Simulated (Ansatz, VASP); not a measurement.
**One calculation of Al, two programs**

The input INCAR:

```
SYSTEM = Al
  PREC = Accurate
  ENCUT = 520
  EDIFF = 1E-6
  ISMEAR = -1
  SIGMA = 0.1
  LREAL = .False.
  LASPH = .True.
  NELM = 100
  ALGO = Normal
  ISIF = 2
  LWAVE = .False.
  LCHARG = .False.
  GGA = B5
  ALDAX = 1.0
  AGGAX = 1.0
  AGGAC = 1.0
  ALDAC = 0.0
  NBANDS = 12
```

KPOINTS

```
Automatic mesh
0
Gamma
  9 9 12
  0 0 0
```

POSCAR

```
Al
1.0
    4.4800509201      0.0000000000      0.0000000000
   -2.2400254600      3.8798379070      0.0000000000
    0.0000000000      0.0000000000      2.8089686159
Al
3
Direct
    0.0000000000      1.0000000000      0.0000000000
    0.3333333333      0.6666666667      0.5000000000
    0.6666666667      0.3333333333      0.5000000000
```

Input for Ansatz:

```yaml
crystal:
  lattice:
    - [4.4800509201, 0.0, 0.0]
    - [-2.24002546, 3.879837907, 0.0]
    - [0.0, 0.0, 2.8089686159]
  atoms:
    - { symbol: Al, position: [0.0, 1.0, 0.0] }
    - { symbol: Al, position: [0.3333333333, 0.6666666667, 0.5] }
    - { symbol: Al, position: [0.6666666667, 0.3333333333, 0.5] }
hamiltonian:
  xc: blyp
  pseudopotentials:
    kind: paw
    azcp:
      Al: "pseudopotentials/Al.paw.azcp"
basis:
  ecutwfc: 420
  fft_grid_basis: typed
kpoints:
  mp_grid: { grid: [9, 9, 12], shift: [0, 0, 0] }
magnetization:
  spin_polarized: false
scf:
  occupations: { method: fermi_dirac, width: 0.1 }
  lower_state_search: "off"
output:
  stress: true
```

Alike in both runs: task single point; functional BLYP; k mesh 9 × 9 × 12; occupations fermi-dirac, width 0.1 eV; no spin polarisation.

```csv
,VASP,Ansatz
version,VASP 6.6.1,Ansatz 0.2.0
potentials or method,"VASP PAW PBE potentials, release 64 (Al), cutoff 520 eV","plane waves (420 eV) with PAW, scalar-relativistic"
valence electrons in the cell,9,9
```

Ansatz gave:

| Item | Value |
| --- | --- |
| pressure (GPa) | 8.2 |
| traceless stress, the component that is largest in VASP (GPa) | -1.37 |

**Question.** Which values does VASP return?

**Answer.** Pressure (GPa): 8.4; traceless stress, the component that is largest in VASP (GPa): -1.39.

VASP's potentials were made for PBE, not for BLYP.
